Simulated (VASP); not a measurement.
Here is a VASP 6.6.1 calculation.

Contents of INCAR:

```
SYSTEM = K2Nb2O
ALGO     = Normal         ! electronic algorithm
EDIFF    = 1E-6           ! SCF threshold, eV
EDIFFG   = -0.01          ! ionic threshold
ENCUT    = 600            ! plane-wave cutoff, eV
GGA      = PE             ! functional
IBRION   = 2              ! ionic algorithm
ISIF     = 3              ! what is computed and relaxed
ISMEAR   = 0              ! smearing method
LASPH    = .True.         ! aspherical terms in the spheres
LCHARG   = .False.        ! write CHGCAR
LREAL    = .False.        ! projectors in reciprocal space
LUSENCCL = .False.      
LWAVE    = .False.        ! write WAVECAR
NELM     = 80             ! most SCF steps
NSW      = 100            ! ionic steps
PREC     = Accurate       ! precision mode
SIGMA    = 0.1            ! smearing width, eV
```

KPOINTS

```
k-points
0
Gamma
  12 12 4
  0 0 0
```

Contents of POSCAR:

```
K2Nb2O
1.0
    3.5386745672      0.0000000000      0.0000000000
   -1.7693372836      3.0645820709      0.0000000000
    0.0000000000      0.0000000000     12.4933203195
K Nb O
2 2 1
Direct
    0.0000000000      0.0000000000      0.3298037954
    0.0000000000      0.0000000000      0.6701962046
    0.3333333333      0.6666666667      0.9309760785
    0.6666666667      0.3333333333      0.0690239215
    0.0000000000      0.0000000000      0.0000000000
```

Potentials or basis: VASP PAW PBE potentials, release 64 (K_sv, Nb_sv, O).

Run with:

```bash
$ cat potpaw_PBE.64/K_sv/POTCAR potpaw_PBE.64/Nb_sv/POTCAR potpaw_PBE.64/O/POTCAR > POTCAR
$ mpirun -np 1 vasp_std > vasp.out
```

**Question.** Estimate the space group after relaxing (to 0.1 Å).

**Answer.** P-3m1 (No. 164).

**Question.** What does it give for the relaxed cell?

**Answer.** a = 3.532 Å, b = 3.532 Å, c = 12.409 Å, α = 90.00°, β = 90.00°, γ = 120.00°.

The path:
```tsv
step	energy change (eV)	largest force (eV/Å)	pressure (GPa)	volume (Å³)
1	0.0000	0.0925	-0.19	135.48
2	-0.0013	0.0539	-0.09	134.86
3	-0.0019	0.0123	0.09	133.87
4	-0.0019	0.0155	0.06	134.07
5	-0.0021	0.0357	-0.07	134.15
6	-0.0021	0.0299	-0.06	134.14
7	-0.0022	0.0208	0.05	133.95
8	-0.0022	0.0067	0.01	134.03
```
